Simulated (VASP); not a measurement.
A run of VASP 6.6.1:

INCAR

```
  PREC = Accurate
  ENCUT = 600
  EDIFF = 1E-7
  ISMEAR = 0
  SIGMA = 0.1
  LREAL = F
  LASPH = T
  NELM = 100
  ALGO = Normal
  ISIF = 3
  LWAVE = F
  LCHARG = F
  GGA = PE
  IBRION = 2
  NSW = 90
  EDIFFG = -0.04
```

File KPOINTS:

```
Automatic mesh
0
Gamma
  6 6 6
```

Contents of POSCAR:

```
Si
1.0
   -2.6183379600      2.6183379600      2.6183379600
    2.6183379600     -2.6183379600      2.6183379600
    2.6183379600      2.6183379600     -2.6183379600
Si
3
Direct
    0.0000000000      0.5000000000      0.5000000000
    0.5000000000      0.0000000000      0.5000000000
    0.5000000000      0.5000000000      0.0000000000
```

Potentials or basis: VASP PAW PBE potentials, release 64 (Si).

Run with:

```console
$ cat potpaw_PBE.64/Si/POTCAR > POTCAR
$ mpirun -np 1 vasp_std > vasp.out
```

Hardware: 1 thread of Intel(R) Xeon(R) Platinum 8259CL CPU @ 2.50GHz (Skylake/Cascade Lake) (shared host).

Estimate the wall time of this run.

Run time: 33 s on 1 thread of Intel(R) Xeon(R) Platinum 8259CL CPU @ 2.50GHz (Skylake/Cascade Lake), on a shared host, peak memory 0.2 GiB. Counts: scf iterations 29, k points 16, ion steps 3.
